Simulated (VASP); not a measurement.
# CaS (Oldhamite) (Fm-3m) in VASP: notebook

The runs below take CaS (Oldhamite) through single point, with PBE.

All numbers are computed with VASP 6.6.1; they aren't measurements. Logs are shortened: lines on timing, memory, paths and dates and some standing lists are left out, and cuts for length are marked.

## Step 1: The cell of the first run

The structure is cubic, space group Fm-3m (No. 225). The conventional cell has a = 5.595 Å, b = 5.595 Å, c = 5.595 Å, α = 90.00°, β = 90.00°, γ = 90.00°. Within 3.7 Å of Ca (site symmetry m-3m) lie 6 S at 2.80 Å. Within 3.7 Å of S (site symmetry m-3m) lie 6 Ca at 2.80 Å.

## Step 2: Single point, PBE (volume changed by -6%)

Contents of INCAR:

```
SYSTEM = CaS
PREC     = Accurate       ! precision mode
ENCUT    = 500            ! plane-wave cutoff, eV
EDIFF    = 1E-6           ! SCF threshold, eV
ISMEAR   = 0              ! smearing method
SIGMA    = 0.01           ! smearing width, eV
LREAL    = .FALSE.        ! projectors in reciprocal space
LASPH    = .TRUE.         ! aspherical terms in the spheres
NELM     = 120            ! most SCF steps
ALGO     = Normal         ! electronic algorithm
ISIF     = 2              ! what is computed and relaxed
LWAVE    = .FALSE.        ! write WAVECAR
LCHARG   = .FALSE.        ! write CHGCAR
GGA      = PE             ! functional
NBANDS   = 15             ! bands
GGA_COMPAT= .FALSE.
```

Contents of KPOINTS:

```
regular mesh
0
G
  6 6 6
  0 0 0
```

Contents of POSCAR:

```
CaS
1.0
    0.0000000000      2.7977294017      2.7977294017
    2.7977294017      0.0000000000      2.7977294017
    2.7977294017      2.7977294017      0.0000000000
Ca S
1 1
Direct
    0.0000000000      0.0000000000      0.0000000000
    0.5000000000      0.5000000000      0.5000000000
```

Potentials or basis: VASP PAW PBE potentials, release 64 (Ca_sv, S).

The run is started by

```sh
$ cat potpaw_PBE.64/Ca_sv/POTCAR potpaw_PBE.64/S/POTCAR > POTCAR
$ mpirun -np 1 vasp_std > vasp.out
```

OUTCAR:

```text
SYSTEM = CaS
   PREC = Accurate
   ENCUT = 500
   EDIFF = 1E-6
   ISMEAR = 0
   LREAL = .FALSE.
   LASPH = .TRUE.
   NELM = 120
   ISIF = 2
   GGA = PE

 ion  position               nearest neighbor table
   1  0.000  0.000  0.000-   2 2.80   2 2.80   2 2.80   2 2.80   2 2.80   2 2.80
   2  0.500  0.500  0.500-   1 2.80   1 2.80   1 2.80   1 2.80   1 2.80   1 2.80

  LATTYP: Found a face centered cubic cell.
 ALAT       =     5.5954588034

  Lattice vectors:

 A1 = (   0.0000000000,   2.7977294017,   2.7977294017)
 A2 = (   2.7977294017,   0.0000000000,   2.7977294017)
 A3 = (   2.7977294017,   2.7977294017,   0.0000000000)

Analysis of symmetry for initial positions (statically):
=====================================================================
 Subroutine PRICEL returns:
 Original cell was already a primitive cell.

 Routine SETGRP: Setting up the symmetry group for a
 face centered cubic supercell.

 Subroutine GETGRP returns: Found 48 space group operations
 (whereof 48 operations were pure point group operations)
 out of a pool of 48 trial point group operations.

The static configuration has the point symmetry O_h .

Analysis of symmetry for dynamics (positions and initial velocities):
=====================================================================
 Subroutine PRICEL returns:
 Original cell was already a primitive cell.

 Routine SETGRP: Setting up the symmetry group for a
 face centered cubic supercell.

 Subroutine GETGRP returns: Found 48 space group operations
 (whereof 48 operations were pure point group operations)
 out of a pool of 48 trial point group operations.

The dynamic configuration has the point symmetry O_h .

 Subroutine INISYM returns: Found 48 space group operations
 (whereof 48 operations are pure point group operations),
 and found     1 'primitive' translations

----------------------------------------------------------------------------------------

                                     Primitive cell

  volume of cell :      43.7973

  direct lattice vectors                    reciprocal lattice vectors
     0.000000000  2.797729402  2.797729402    -0.178716355  0.178716355  0.178716355
     2.797729402  0.000000000  2.797729402     0.178716355 -0.178716355  0.178716355
     2.797729402  2.797729402  0.000000000     0.178716355  0.178716355 -0.178716355

  length of vectors
     3.956586864  3.956586864  3.956586864     0.309545806  0.309545806  0.309545806

  position of ions in fractional coordinates (direct lattice)
     0.000000000  0.000000000  0.000000000
     0.500000000  0.500000000  0.500000000

  ion indices of the primitive-cell ions
   primitive index   ion index
                 1           1
                 2           2

----------------------------------------------------------------------------------------

 KPOINTS: regular mesh

Automatic generation of k-mesh.
 Grid dimensions read from file:
 generate k-points for:    6    6    6

 Generating k-lattice:

  Cartesian coordinates                     Fractional coordinates (reciprocal lattice)
    -0.029786059  0.029786059  0.029786059     0.166666667  0.000000000  0.000000000
     0.029786059 -0.029786059  0.029786059     0.000000000  0.166666667  0.000000000
     0.029786059  0.029786059 -0.029786059     0.000000000  0.000000000  0.166666667

  Length of vectors
     0.051590968  0.051590968  0.051590968

  Shift w.r.t. Gamma in fractional coordinates (k-lattice)
     0.000000000  0.000000000  0.000000000

 Subroutine IBZKPT returns following result:
 ===========================================

 Found     16 irreducible k-points:

 Following reciprocal coordinates:
            Coordinates               Weight
  0.000000  0.000000  0.000000      1.000000
  0.166667  0.000000  0.000000      8.000000
  0.333333  0.000000  0.000000      8.000000
  0.500000  0.000000  0.000000      4.000000
  0.166667  0.166667  0.000000      6.000000
  0.333333  0.166667  0.000000     24.000000
[... 8 lines left out ...]
 -0.333333  0.333333  0.166667     24.000000
 -0.333333  0.500000  0.166667     12.000000
   k-points           NKPTS =     16   k-points in BZ     NKDIM =     16   number of bands    NBANDS=     15
   number of dos      NEDOS =    301   number of ions     NIONS =      2
   total plane-waves  NPLWV =  27000
   dimension x,y,z NGX =    30 NGY =   30 NGZ =   30
   dimension x,y,z NGXF=    60 NGYF=   60 NGZF=   60
   ions per type =               1   1
   NGX,Y,Z   is equivalent  to a cutoff of  12.61, 12.61, 12.61 a.u.
   NGXF,Y,Z  is equivalent  to a cutoff of  25.21, 25.21, 25.21 a.u.
 SYSTEM =  CaS
   PREC   = accura    normal or accurate (medium, high low for compatibility)
   ISTART =      0    job   : 0-new  1-cont  2-samecut
   ICHARG =      2    charge: 1-file 2-atom 10-const
   ISPIN  =      1    spin polarized calculation?
   LNONCOLLINEAR =      F non collinear calculations
   LSORBIT =      F    spin-orbit coupling
   LASPH  =      T    aspherical Exc in radial PAW
   ENCUT  =  500.0 eV  36.75 Ry    6.06 a.u.   7.21  7.21  7.21*2*pi/ulx,y,z
   NELM   =    120;   NELMIN=  2; NELMDL= -5     # of ELM steps
   EDIFF  = 0.1E-05   stopping-criterion for ELM
   LREAL  =      F    real-space projection
   EDIFFG = 0.1E-04   stopping-criterion for IOM
   NSW    =      0    number of steps for IOM
   IBRION =     -1    ionic relax: 0-MD 1-quasi-New 2-CG
   NFREE  =      0    steps in history (QN), initial steepest desc. (CG)
   ISIF   =      2    stress and relaxation
   ISYM   =      2    0-nonsym 1-usesym 2-fastsym
   POTIM  = 0.5000    time-step for ionic-motion
   TEBEG  =    0.0;   TEEND  =   0.0 temperature during run
   PSTRESS=    0.0 pullay stress
   NELECT =      16.0000    total number of electrons
   NUPDOWN=      -1.0000    fix difference up-down
   EMIN   =  10.00;   EMAX   =-10.00  energy-range for DOS
   EFERMI =   0.00;   METHOD = LEGACY
   ISMEAR =     0;   SIGMA  =   0.01  broadening in eV -4-tet -1-fermi 0-gaus
   EFERMI_NEDOS =   21; number of points for ismear=-14 and -15
   IALGO  =     38    algorithm
   IMIX   =      4    mixing-type and parameters
     AMIX     =   0.40;   BMIX     =  1.00
     AMIX_MAG =   1.60;   BMIX_MAG =  1.00
  volume/ion in A,a.u.               =      21.90       147.78
  Fermi-wavevector in a.u.,A,eV,Ry     =   1.170305  2.211556 18.634732  1.369614
  Thomas-Fermi vector in A             =   2.306766
   LORBIT       =      0    0 simple, 1 ext, 2 COOP (PROOUT), +10 PAW based schemes
   GGA     = PE    functional components
   LHFCALC =     F    Hartree Fock is set to
   AEXX    =    0.0000 exact exchange contribution
   IVDW    =     0    specifies the selected vdW correction
   LEPSILON=     F    determine dielectric tensor
   LRPA    =     F    only Hartree local field effects (RPA)
 non-spin polarized calculation
 Gauss-broadening in eV      SIGMA  =   0.01
  energy-cutoff  :      500.00
  volume of cell :       43.80
 maximum number of plane-waves:      1139
 NGX is ok and might be reduce to    30
   NGX = 15   NGY = 15   NGZ = 15

 number of electron      15.9999997 magnetization

 Free energy of the ion-electron system (eV)
  ---------------------------------------------------
  ext. energy  EPLUGINS =         0.00000000
  ---------------------------------------------------
  free energy    TOTEN  =       -10.32729839 eV

  energy without entropy =      -10.32729839  energy(sigma->0) =      -10.32729839

 E-fermi :   3.1947     XC(G=0):  -9.5456

 val. band max:        3.1162091056   @ k =   0.0000   0.0000   0.0000
 cond. band min:       5.3432984889   @ k =   0.5000   0.5000   0.0000
 fundamental gap:      2.2270893833
 Fermi energy:         3.1946887799

 k-point     1 :       0.0000    0.0000    0.0000
  band No.  band energies     occupation
      1     -35.9031      2.00000
      2     -16.8897      2.00000
      3     -16.8897      2.00000
      4     -16.8897      2.00000
      5      -8.3906      2.00000
      6       3.1162      2.00000
      7       3.1162      2.00000
      8       3.1162      2.00000
      9       7.2644      0.00000
     10       7.2644      0.00000
     11       7.2644      0.00000
     12       7.6035      0.00000
     13       7.9054      0.00000
     14       7.9054      0.00000
     15      14.1014      0.00000

 k-point     2 :       0.1667    0.0000    0.0000
  band No.  band energies     occupation
      1     -35.8994      2.00000
      2     -16.9447      2.00000
      3     -16.8936      2.00000
      4     -16.8936      2.00000
      5      -8.1782      2.00000
      6       2.0185      2.00000
      7       2.7073      2.00000
      8       2.7073      2.00000
      9       7.3219      0.00000
     10       7.6822      0.00000
     11       7.6822      0.00000
     12       8.6723      0.00000
     13       8.6723      0.00000
     14       8.8291      0.00000
     15      14.2484      0.00000

 k-point     3 :       0.3333    0.0000    0.0000
  band No.  band energies     occupation
      1     -35.8918      2.00000
      2     -17.0510      2.00000
      3     -16.9016      2.00000
      4     -16.9016      2.00000
      5      -7.7161      2.00000
      6       0.4818      2.00000
      7       2.0948      2.00000
      8       2.0948      2.00000
      9       7.7139      0.00000
     10       8.6853      0.00000
     11       8.6853      0.00000
     12      10.0797      0.00000
     13      10.3123      0.00000
     14      10.3123      0.00000
     15      13.7719      0.00000

 k-point     4 :       0.5000    0.0000    0.0000
  band No.  band energies     occupation
      1     -35.8880      2.00000
      2     -17.1024      2.00000
      3     -16.9056      2.00000
      4     -16.9056      2.00000
      5      -7.4590      2.00000
      6      -0.1666      2.00000
      7       1.8466      2.00000
      8       1.8466      2.00000
      9       8.4398      0.00000
     10       9.3582      0.00000
     11       9.4797      0.00000
     12       9.4797      0.00000
     13      11.6131      0.00000
     14      11.6131      0.00000
     15      12.1295      0.00000
[... 163 lines left out ...]
 k-point    14 :       0.5000    0.3333    0.1667
  band No.  band energies     occupation
      1     -35.8869      2.00000
      2     -17.0334      2.00000
      3     -16.9562      2.00000
      4     -16.9234      2.00000
      5      -7.6324      2.00000
      6       0.6034      2.00000
      7       1.8020      2.00000
      8       1.9181      2.00000
      9       7.0498      0.00000
     10       8.9701      0.00000
     11       9.4796      0.00000
     12       9.6519      0.00000
     13      10.2643      0.00000
     14      11.7611      0.00000
     15      12.2198      0.00000

 k-point    15 :      -0.3333    0.3333    0.1667
  band No.  band energies     occupation
      1     -35.8845      2.00000
      2     -17.0372      2.00000
      3     -16.9741      2.00000
      4     -16.9355      2.00000
      5      -7.5388      2.00000
      6       0.6552      2.00000
      7       1.3699      2.00000
      8       1.7799      2.00000
      9       8.0762      0.00000
     10       8.2037      0.00000
     11       9.7907      0.00000
     12       9.9738      0.00000
     13       9.9851      0.00000
     14      12.0593      0.00000
     15      12.8693      0.00000

 k-point    16 :      -0.3333    0.5000    0.1667
  band No.  band energies     occupation
      1     -35.8833      2.00000
      2     -17.0199      2.00000
      3     -16.9734      2.00000
      4     -16.9607      2.00000
      5      -7.6020      2.00000
      6       0.9524      2.00000
      7       1.6291      2.00000
      8       1.6402      2.00000
      9       6.7602      0.00000
     10       9.1603      0.00000
     11       9.1750      0.00000
     12       9.8722      0.00000
     13      10.1235      0.00000
     14      11.3143      0.00000
     15      13.4340      0.00000

------------------------ aborting loop because EDIFF is reached ----------------------------------------

  FORCE on cell =-STRESS in cart. coord.  units (eV):
  Direction    XX          YY          ZZ          XY          YZ          ZX
  --------------------------------------------------------------------------------------
  -------------------------------------------------------------------------------------
  Total        1.1464430      1.1464430      1.1464430      0.0000000     -0.0000000      0.0000000
  in kB       41.9387946     41.9387946     41.9387946      0.0000000     -0.0000000      0.0000000
  external PRESSURE =      41.9387946 kB  Pullay stress =       0.0000000 kB

 VOLUME and BASIS-vectors are now :
 -----------------------------------------------------------------------------
  energy-cutoff  :      500.00
  volume of cell :       43.80
      direct lattice vectors                 reciprocal lattice vectors
     0.000000000  2.797729402  2.797729402    -0.178716355  0.178716355  0.178716355
     2.797729402  0.000000000  2.797729402     0.178716355 -0.178716355  0.178716355
     2.797729402  2.797729402  0.000000000     0.178716355  0.178716355 -0.178716355

 POSITION                                       TOTAL-FORCE (eV/Angst)
 -----------------------------------------------------------------------------------
      0.00000      0.00000      0.00000         0.000000      0.000000      0.000000
      2.79773      2.79773      2.79773        -0.000000      0.000000     -0.000000
 -----------------------------------------------------------------------------------
    total drift:                               -0.000000      0.000000      0.000000

  FREE ENERGIE OF THE ION-ELECTRON SYSTEM (eV)
  ---------------------------------------------------
  free  energy   TOTEN  =       -10.3272983859 eV

  energy  without entropy=      -10.3272983859  energy(sigma->0) =      -10.32729839
```

Wall time 17 s (1 thread of Intel Xeon 6975P-C, shared host); peak memory 0.16 GiB.

Results:

```yaml
Free_energy: -10.3273 eV
Pressure: 4.2 GPa
Band_gap_on_the_k_mesh: 2.23 eV, indirect (least direct gap 3.07 eV)
```

Levels at points of the mesh, in eV from the valence-band top:
```tsv
k point	band 4	band 5	band 6	band 7	band 8	band 9	band 10	band 11	band 12	band 13
(0.00, 0.00, 0.00)	-20.01	-11.51	0.00	0.00	0.00	4.15	4.15	4.15	4.49	4.79
(0.50, 0.00, 0.00)	-20.02	-10.58	-3.28	-1.27	-1.27	5.32	6.24	6.36	6.36	8.50
(0.50, 0.50, 0.00)	-20.07	-10.82	-2.38	-0.84	-0.84	2.23	5.70	6.29	7.00	7.00
```

Caveat: the cell differs from its parent crystal (volume changed by -6%). A k mesh can miss the band edges.

## Step 3: Single point, PBE (volume changed by -3%)

Contents of INCAR:

```
PREC = Accurate ; ENCUT = 500
EDIFF = 1E-6 ; ISMEAR = 0
SIGMA = 0.01 ; LREAL = False
LASPH = True ; NELM = 120
ALGO = Normal ; ISIF = 2
LWAVE = False ; LCHARG = False
GGA = PE ; NBANDS = 15
GGA_COMPAT = False
```

Contents of KPOINTS:

```
regular mesh
0
Gamma
  6 6 6
```

Contents of POSCAR:

```
CaS
1.0
    0.0000000000      2.8271813492      2.8271813492
    2.8271813492      0.0000000000      2.8271813492
    2.8271813492      2.8271813492      0.0000000000
Ca S
1 1
Direct
    0.0000000000      0.0000000000      0.0000000000
    0.5000000000      0.5000000000      0.5000000000
```

Potentials or basis: VASP PAW PBE potentials, release 64 (Ca_sv, S).

The run is started by

```sh
$ cat potpaw_PBE.64/Ca_sv/POTCAR potpaw_PBE.64/S/POTCAR > POTCAR
$ mpirun -np 1 vasp_std > vasp.out
```

Run time: 15 s. Hardware: 1 thread of Intel Xeon 6975P-C, shared host; peak memory 0.17 GiB.

The run converged. Its results:

```
Free energy            : -10.3547 eV
Pressure               : 2.0 GPa
Band gap on the k mesh : 2.31 eV, indirect (least direct gap 3.13 eV)
```

Levels at points of the mesh, in eV from the valence-band top:
```tsv
k point	band 6	band 7	band 8	band 9	band 10	band 11
(0.00, 0.00, 0.00)	0.00	0.00	0.00	4.16	4.16	4.16
(0.50, 0.00, 0.00)	-3.17	-1.20	-1.20	5.26	6.14	6.27
(0.50, 0.50, 0.00)	-2.32	-0.82	-0.82	2.31	5.64	6.13
```

Caveat: the cell differs from its parent crystal (volume changed by -3%).

## Step 4: Single point, PBE

This run uses another cell than the first one, of 23.30 Å³/atom, 1.064 times its volume.

Contents of INCAR:

```
PREC = Accurate ; ENCUT = 500
EDIFF = 1E-6 ; ISMEAR = 0
SIGMA = 0.01 ; LREAL = False
LASPH = True ; NELM = 120
ALGO = Normal ; ISIF = 2
LWAVE = False ; LCHARG = True
GGA = PE ; LELF = True
LVHAR = True ; NBANDS = 15
GGA_COMPAT = False
```

KPOINTS is that of step 3.

Contents of POSCAR:

```
CaS
1.0
    0.0000000000      2.8560321311      2.8560321311
    2.8560321311      0.0000000000      2.8560321311
    2.8560321311      2.8560321311      0.0000000000
Ca S
1 1
Direct
    0.0000000000      0.0000000000      0.0000000000
    0.5000000000      0.5000000000      0.5000000000
```

The run is started by

```sh
$ cat potpaw_PBE.64/Ca_sv/POTCAR potpaw_PBE.64/S/POTCAR > POTCAR
$ mpirun -np 1 vasp_std > vasp.out
```

Run time: 16 s. Hardware: 1 thread of Intel Xeon 6975P-C, shared host; peak memory 0.17 GiB.

It converged, with:

| Quantity | Value |
| --- | --- |
| Free energy | -10.3644 eV |
| Pressure | 0.1 GPa |
| Band gap on the k mesh | 2.38 eV, indirect (least direct gap 3.18 eV) |

Levels at points of the mesh, in eV from the valence-band top:
```csv
k point,band 5,band 6,band 7,band 8,band 9,band 10,band 11,band 12
"(0.00, 0.00, 0.00)",-11.30,0.00,0.00,0.00,4.09,4.17,4.17,4.17
"(0.50, 0.00, 0.00)",-10.50,-3.06,-1.14,-1.14,5.20,6.03,6.17,6.17
"(0.50, 0.50, 0.00)",-10.68,-2.26,-0.80,-0.80,2.38,5.59,5.97,6.73
```

A k mesh can miss the band edges. Expect the measured gap to be larger: semilocal functionals such as PBE lack the derivative discontinuity.

[end of part 1 of 2]
